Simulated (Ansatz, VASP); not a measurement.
Cd: VASP beside Ansatz

```
Cd
1.0
     0.00000    2.29836    2.29836
     2.29836    0.00000    2.29836
     2.29836    2.29836    0.00000
Cd
1
Direct
  0.00000 0.00000 0.00000
```

Alike in both runs: task single point; functional PBE; k mesh 16 × 16 × 16; occupations gaussian, width 0.1 eV; no spin polarisation.

|  | VASP | Ansatz |
| --- | --- | --- |
| version | VASP 6.6.1 | Ansatz 0.2.0 |
| potentials or method | VASP PAW PBE potentials, release 64 (Cd), cutoff 520 eV | scalar-relativistic, plane waves, PAW |
| valence electrons in the cell | 12 | 20 |

Ansatz gave:

```
gap on the k mesh at the Fermi level (eV) : none
pressure (GPa)                            : -2.1
```

Task: Which values does VASP return?

Result: gap on the k mesh at the Fermi level (eV): none; pressure (GPa): -1.9.

A gap of «none» marks a metal or a gap that the smearing closes. VASP's potentials hold 12 valence electrons a cell and Ansatz's 20, so a difference there can come from the potentials and not from the codes.
